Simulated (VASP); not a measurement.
A run of VASP 6.6.1 is set up as follows.

The input INCAR:

```
SYSTEM = TiB2
PREC = Accurate ; ENCUT = 520
EDIFF = 1E-6 ; ISMEAR = 0
SIGMA = 0.018000000000000002 ; LREAL = .False.
LASPH = .True. ; NELM = 100
ALGO = Normal ; ISIF = 2
LWAVE = .False. ; LCHARG = .False.
GGA = PE ; NBANDS = 16
```

KPOINTS

```
regular mesh
0
Gamma
  10 10 8
  0 0 0
```

POSCAR

```
TiB2
1.0
    3.0292000000      0.0000000000      0.0000000000
   -1.5146000000      2.6233641531      0.0000000000
    0.0000000000      0.0000000000      3.2284000000
Ti B
1 2
Direct
    0.0000000000      0.0000000000      0.0000000000
    0.6666666667      0.3333333333      0.5000000000
    0.3333333333      0.6666666667      0.5000000000
```

Potentials or basis: VASP PAW PBE potentials, release 64 (Ti_sv, B).

The run is started by

```sh
$ cat potpaw_PBE.64/Ti_sv/POTCAR potpaw_PBE.64/B/POTCAR > POTCAR
$ mpirun -np 1 vasp_std > vasp.out
```

What does it give for the pressure?

0.6 GPa.

Predict the band gap on the k mesh.

zero (band 9 reaches 10.38 eV, above the bottom of band 10 at 9.82 eV).
